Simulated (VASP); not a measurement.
# Ni (R-3m) in VASP: single point with PBEsol

Aim: the single point of Ni with PBEsol.

All numbers are computed with VASP 6.6.1; they aren't measurements. Logs are shortened: lines on timing, memory, paths and dates and some standing lists are left out, and cuts for length are marked.

## 1. The cell of the first run

The structure is trigonal, space group R-3m (No. 166). The conventional cell has a = 4.132 Å, b = 4.132 Å, c = 2.151 Å, α = 90.00°, β = 90.00°, γ = 120.00°. Within 2.8 Å of Ni (site symmetry -3m) lie 14 Ni at 2.15 to 2.78 Å.

## 2. Single point, PBEsol, collinear spin, ferromagnetic start

INCAR

```
SYSTEM = Ni
ALGO     = Fast           ! electronic algorithm
EDIFF    = 1E-6           ! SCF threshold, eV
ENCUT    = 520            ! plane-wave cutoff, eV
GGA      = PS             ! functional
ISIF     = 2              ! what is computed and relaxed
ISMEAR   = 0              ! smearing method
ISPIN    = 2              ! spin polarisation
LASPH    = .TRUE.         ! aspherical terms in the spheres
LCHARG   = .TRUE.         ! write CHGCAR
LELF     = .TRUE.         ! ELF
LMAXMIX  = 4              ! l up to which the mixer works
LORBIT   = 11             ! projections on sites
LREAL    = .FALSE.        ! projectors in reciprocal space
LVHAR    = .TRUE.       
LWAVE    = .FALSE.        ! write WAVECAR
MAGMOM   = 0.5            ! initial moments
NBANDS   = 15             ! bands
NELM     = 150            ! most SCF steps
PREC     = Accurate       ! precision mode
SIGMA    = 0.15           ! smearing width, eV
```

KPOINTS

```
k-points
0
G
  26 26 26
  0 0 0
```

POSCAR

```
Ni
1.0
   -1.5337801759      1.3877058735      1.3877058735
    1.3877058735     -1.5337801759      1.3877058735
    1.3877058735      1.3877058735     -1.5337801759
Ni
1
Direct
    0.0000000000      0.0000000000      0.0000000000
```

Potentials or basis: VASP PAW PBE potentials, release 64 (Ni).

Command:

```console
cat potpaw_PBE.64/Ni/POTCAR > POTCAR
mpirun -np 1 vasp_std > vasp.out
```

OUTCAR:

```text
SYSTEM = Ni
   EDIFF = 1E-6
   ENCUT = 520
   GGA = PS
   ISIF = 2
   ISMEAR = 0
   ISPIN = 2
   LASPH = .TRUE.
   LORBIT = 11
   LREAL = .FALSE.
   NELM = 150
   PREC = Accurate

 ion  position               nearest neighbor table
   1  0.000  0.000  0.000-

  LATTYP: Found a trigonal (rhomboedric) cell.
 ALAT       =     2.4907703248
 COS(alpha) =    -0.3757523646

  Lattice vectors:

 A1 = (  -1.5337801759,   1.3877058735,   1.3877058735)
 A2 = (   1.3877058735,  -1.5337801759,   1.3877058735)
 A3 = (   1.3877058735,   1.3877058735,  -1.5337801759)

Analysis of symmetry for initial positions (statically):
=====================================================================
 Subroutine PRICEL returns:
 Original cell was already a primitive cell.

 Routine SETGRP: Setting up the symmetry group for a
 trigonal (rhombohedral) supercell.

 Subroutine GETGRP returns: Found 12 space group operations
 (whereof 12 operations were pure point group operations)
 out of a pool of 12 trial point group operations.

The static configuration has the point symmetry D_3d.

Analysis of symmetry for dynamics (positions and initial velocities):
=====================================================================
 Subroutine PRICEL returns:
 Original cell was already a primitive cell.

 Routine SETGRP: Setting up the symmetry group for a
 trigonal (rhombohedral) supercell.

 Subroutine GETGRP returns: Found 12 space group operations
 (whereof 12 operations were pure point group operations)
 out of a pool of 12 trial point group operations.

The dynamic configuration has the point symmetry D_3d.

Analysis of structural, dynamic, and magnetic symmetry:
=====================================================================
 Subroutine PRICEL returns:
 Original cell was already a primitive cell.

 Routine SETGRP: Setting up the symmetry group for a
 trigonal (rhombohedral) supercell.

 Subroutine GETGRP returns: Found 12 space group operations
 (whereof 12 operations were pure point group operations)
 out of a pool of 12 trial point group operations.

The overall configuration has the point symmetry D_3d.

 Subroutine INISYM returns: Found 12 space group operations
 (whereof 12 operations are pure point group operations),
 and found     1 'primitive' translations

----------------------------------------------------------------------------------------

                                     Primitive cell

  volume of cell :      10.5974

[... 129 lines left out ...]
  ext. energy  EPLUGINS =         0.00000000
  ---------------------------------------------------
  free energy    TOTEN  =        -5.81948005 eV

  energy without entropy =       -5.79534917  energy(sigma->0) =       -5.80741461

 E-fermi :   9.5044     XC(G=0): -13.5666

 val. band max:        9.5043297750   @ k =  -0.4231   0.2692   0.1154
 cond. band min:       9.5050880403   @ k =  -0.3077  -0.3462   0.1154
 fundamental gap:      0.0007582653
 Fermi energy:         9.5043809257

 spin component 1

 k-point     1 :       0.0000    0.0000    0.0000
  band No.  band energies     occupation
      1       0.3430      1.00000
      2       6.0824      1.00000
      3       7.4207      1.00000
      4       7.4207      1.00000
      5       8.7738      1.00000
      6       8.7738      1.00000
      7      33.1028      0.00000
      8      35.2702      0.00000
      9      35.2702      0.00000
     10      38.4512      0.00000
     11      38.4512      0.00000
     12      43.2007      0.00000
     13      43.4254      0.00000
     14      43.4254      0.00000
[... 401 lines left out ...]
      2       6.4157      1.00000
      3       8.1596      1.00000
      4       8.3935      1.00000
      5       8.8709      1.00000
      6       9.9330      0.00003
      7      19.8928      0.00000
      8      28.5330      0.00000
      9      29.5557      0.00000
     10      33.2173      0.00000
     11      36.6742      0.00000
     12      42.6586      0.00000
     13      44.8263      0.00000
     14      52.6007      0.00000
     15      54.4497      0.00000

 [... further k-points ...]

 spin component 2

 k-point     1 :       0.0000    0.0000    0.0000
  band No.  band energies     occupation
      1       0.3559      1.00000
      2       6.5577      1.00000
      3       7.9330      1.00000
      4       7.9330      1.00000
      5       9.3225      0.95682
      6       9.3225      0.95682
      7      33.0401      0.00000
      8      35.3118      0.00000
      9      35.3118      0.00000
     10      38.5055      0.00000
     11      38.5055      0.00000
     12      43.3596      0.00000
     13      43.5007      0.00000
     14      43.5007      0.00000
[... 221 lines left out ...]
      2       6.8189      1.00000
      3       8.8780      1.00000
      4       8.9050      1.00000
      5      10.2138      0.00000
      6      10.7886      0.00000
      7      17.9007      0.00000
      8      28.0816      0.00000
      9      29.0571      0.00000
     10      33.0024      0.00000
     11      36.7809      0.00000
     12      43.2777      0.00000
     13      48.3497      0.00000
     14      48.5104      0.00000
     15      54.4754      0.00000

------------------------ aborting loop because EDIFF is reached ----------------------------------------

  FORCE on cell =-STRESS in cart. coord.  units (eV):
  Direction    XX          YY          ZZ          XY          YZ          ZX
  --------------------------------------------------------------------------------------
  -------------------------------------------------------------------------------------
  Total        0.3438056      0.3438056      0.3438056      1.4604639      1.4604639      1.4604639
  in kB       51.9784302     51.9784302     51.9784302    220.8009888    220.8009888    220.8009888
  external PRESSURE =      51.9784302 kB  Pullay stress =       0.0000000 kB

 VOLUME and BASIS-vectors are now :
 -----------------------------------------------------------------------------
  energy-cutoff  :      520.00
  volume of cell :       10.60
      direct lattice vectors                 reciprocal lattice vectors
    -1.533780176  1.387705874  1.387705874     0.040269595  0.382561149  0.382561149
     1.387705874 -1.533780176  1.387705874     0.382561149  0.040269595  0.382561149
     1.387705874  1.387705874 -1.533780176     0.382561149  0.382561149  0.040269595

 POSITION                                       TOTAL-FORCE (eV/Angst)
 -----------------------------------------------------------------------------------
      0.00000      0.00000      0.00000        -0.000000     -0.000000      0.000000
 -----------------------------------------------------------------------------------
    total drift:                                0.000000     -0.000000      0.000000

  FREE ENERGIE OF THE ION-ELECTRON SYSTEM (eV)
  ---------------------------------------------------
  free  energy   TOTEN  =        -5.8194800481 eV

  energy  without entropy=       -5.7953491691  energy(sigma->0) =       -5.80741461

 total charge

# of ion       s       p       d       tot
------------------------------------------
    1        0.515   0.525   8.372   9.412

 magnetization (x)

# of ion       s       p       d       tot
------------------------------------------
    1       -0.002  -0.013   0.506   0.491
```

OSZICAR:

```text
N       E                     dE             d eps       ncg     rms          rms(c)
DAV:   1     0.322969107936E+02    0.32297E+02   -0.42098E+03105711   0.861E+02
DAV:   2    -0.548682993431E+01   -0.37784E+02   -0.35234E+02112805   0.162E+02
DAV:   3    -0.688417879066E+01   -0.13973E+01   -0.13784E+01121688   0.304E+01
DAV:   4    -0.689241773280E+01   -0.82389E-02   -0.82372E-02120472   0.224E+00
DAV:   5    -0.689251102334E+01   -0.93291E-04   -0.93291E-04123968   0.214E-01    0.105E+01
RMM:   6    -0.611819599441E+01    0.77432E+00   -0.15585E+00134104   0.132E+01    0.589E+00
RMM:   7    -0.584365207811E+01    0.27454E+00   -0.17273E-01132647   0.433E+00    0.222E+00
RMM:   8    -0.582159824284E+01    0.22054E-01   -0.37818E-03154483   0.380E-01    0.873E-01
RMM:   9    -0.581996667177E+01    0.16316E-02   -0.56730E-04154147   0.204E-01    0.276E-01
RMM:  10    -0.581947707733E+01    0.48959E-03   -0.30113E-04145746   0.182E-01    0.583E-02
RMM:  11    -0.581948348639E+01   -0.64091E-05   -0.56572E-05161405   0.433E-02    0.307E-02
RMM:  12    -0.581947986055E+01    0.36258E-05   -0.10182E-05145787   0.307E-02    0.998E-03
RMM:  13    -0.581948004809E+01   -0.18754E-06   -0.28973E-06131865   0.985E-03
   1 F= -.58194800E+01 E0= -.58074146E+01  d E =-.241309E-01  mag=     0.4884
```

stdout:

```text
POSCAR found type information on POSCAR Ni
 POSCAR found :  1 types and       1 ions
 scaLAPACK will be used
 -----------------------------------------------------------------------------
|                                                                             |
|                                                                             |
|     You enforced a specific xc type in the INCAR file but a different       |
[... 23 lines left out ...]
WARNING in EDDRMM: call to ZHEGV failed, returncode =   8  4     13
WARNING in EDDRMM: call to ZHEGV failed, returncode =   6  3     15
WARNING in EDDRMM: call to ZHEGV failed, returncode =   8  4     13
WARNING in EDDRMM: call to ZHEGV failed, returncode =   6  3     13
WARNING in EDDRMM: call to ZHEGV failed, returncode =   6  3     12
WARNING in EDDRMM: call to ZHEGV failed, returncode =   6  3     10
WARNING in EDDRMM: call to ZHEGV failed, returncode =   8  4     13
```

Wall time 17 min (1 thread of Intel Xeon 8259CL, shared host); peak memory 0.47 GiB.

Results:

| Item | Value |
| --- | --- |
| Free energy | -5.8195 eV |
| Pressure | 5.2 GPa |
| Net moment | 0.49 μB per cell |
| Site moments | Ni +0.49 μB |
| Valence electrons inside the program's atomic spheres | Ni 9.41 |

Stress tensor (GPa, compression positive):
```
 5.20 22.08 22.08
22.08  5.20 22.08
22.08 22.08  5.20
```

Caveat: the cell stands under pressure; the PAW data sets were made with another functional, which shifts forces and pressure a little.
